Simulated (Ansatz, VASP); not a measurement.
# Li2O in VASP and in Ansatz

```xyz
3
Lattice="0.0000 2.2459 2.2459 2.2459 0.0000 2.2459 2.2459 2.2459 0.0000" Properties=species:S:1:pos:R:3 pbc="T T T"
O     0.0000    0.0000    0.0000
Li    1.1230    1.1230    1.1230
Li    3.3689    3.3689    3.3689
```

Alike in both runs: functional LDA; k mesh 8 × 8 × 8; occupations gaussian, width 0.02 eV; no spin polarisation.

Ansatz relaxed the structure, and its values are those at the end. VASP's run is a single point on that final structure, the one shown.

|  | VASP | Ansatz |
| --- | --- | --- |
| version | VASP 6.6.1 | Ansatz 0.2.0 |
| potentials or method | VASP PAW LDA potentials, release 64 (O, Li_sv), cutoff 750 eV | scalar-relativistic, plane waves, PAW |
| valence electrons in the cell | 12 | 12 |

VASP gave:

- gap on the k mesh at the Fermi level (eV): 4.95
- least direct gap on the mesh (eV): 5.89
- pressure (GPa): -0.2

**Question.** What did Ansatz give for the same quantities?

**Answer.** gap on the k mesh at the Fermi level (eV): 4.96; least direct gap on the mesh (eV): 5.89; pressure (GPa): 0.0.

Ansatz warns that its potentials were made for another functional, while VASP's fit it. LDA's correlation is that of Perdew and Zunger in VASP and of Perdew and Wang (1992) in Ansatz.
